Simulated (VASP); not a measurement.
Set up this calculation in VASP 6.6.1, as the native input.

| Quantity | Value |
| --- | --- |
| Task | single point |
| Functional | PBE |
| Potentials or basis | VASP PAW PBE potentials, release 64 (Al, N) |
| Cutoff | 520 eV |
| k mesh | 9 × 9 × 6 |
| Occupations | gaussian, width 0.05 eV |
| Spin | no spin polarisation |
| Dipole correction | no |
| Further INCAR settings | ALGO = Normal; EDIFF = 1e-06; NBANDS = 16 |

The structure of AlN lies in POSCAR:

```
AlN
1.0
    3.2721000000      0.0000000000      0.0000000000
   -1.6360500000      2.8337217237      0.0000000000
    0.0000000000      0.0000000000      4.1875902404
Al N
2 2
Direct
    0.3333333333      0.6666666667      0.7500000000
    0.6666666667      0.3333333333      0.2500000000
    0.3333333333      0.6666666667      0.2500000000
    0.6666666667      0.3333333333      0.7500000000
```

One way to write it, as run:

INCAR

```
ALGO     = Normal         # electronic algorithm
EDIFF    = 1E-6           # SCF threshold, eV
ENCUT    = 520            # plane-wave cutoff, eV
GGA      = PE             # functional
ISIF     = 2              # what is computed and relaxed
ISMEAR   = 0              # smearing method
LASPH    = True           # aspherical terms in the spheres
LCHARG   = False          # write CHGCAR
LREAL    = False          # projectors in reciprocal space
LWAVE    = False          # write WAVECAR
NBANDS   = 16             # bands
NELM     = 100            # most SCF steps
PREC     = Accurate       # precision mode
SIGMA    = 0.05           # smearing width, eV
```

KPOINTS

```
k-points
0
Gamma
  9 9 6
```

Potentials or basis: VASP PAW PBE potentials, release 64 (Al, N).

Command:

```sh
$ cat potpaw_PBE.64/Al/POTCAR potpaw_PBE.64/N/POTCAR > POTCAR
$ mpirun -np 1 vasp_std > vasp.out
```

It gave:

* Pressure: 5.7 GPa
* Band gap on the k mesh: 3.42 eV, direct

Wall time 13 s on 1 thread of Intel(R) Xeon(R) Platinum 8488C (Sapphire Rapids), on a shared host, peak memory 0.15 GiB.
